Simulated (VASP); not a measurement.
Set up this calculation in VASP 6.6.1, as the native input.

* Task: single point
* Functional: LDA
* Potentials or basis: VASP PAW LDA potentials, release 64 (Sb)
* Cutoff: 520 eV
* k mesh: 14 × 14 × 14
* Occupations: gaussian, width 0.1 eV
* Spin: no spin polarisation
* Dipole correction: no
* Further INCAR settings: ALGO = Normal; EDIFF = 1e-07; NBANDS = 8

The structure of Sb lies in POSCAR:

```
Sb
1.0
    3.0415767219      0.0000000000      0.0000000000
    0.0000000000      3.0415767219      0.0000000000
    0.0000000000      0.0000000000      3.0415767219
Sb
1
Direct
    0.0000000000      0.0000000000      0.0000000000
```

These files were run (other wordings do the same):

INCAR

```
  ALGO = Normal
  EDIFF = 1E-7
  ENCUT = 520
  GGA = CA
  ISIF = 2
  ISMEAR = 0
  LASPH = T
  LCHARG = F
  LREAL = F
  LWAVE = F
  NBANDS = 8
  NELM = 60
  PREC = Accurate
  SIGMA = 0.1
```

KPOINTS

```
k-points
0
Gamma
  14 14 14
```

Potentials or basis: VASP PAW LDA potentials, release 64 (Sb).

Command:

```console
$ cat potpaw_LDA.64/Sb/POTCAR > POTCAR
$ mpirun -np 1 vasp_std > vasp.out
```

It gave:

The pressure is 0.2 GPa.

Run time: 12 s on 1 thread of Intel(R) Xeon(R) Platinum 8259CL CPU @ 2.50GHz (Skylake/Cascade Lake) (shared host), peak memory 0.14 GiB.
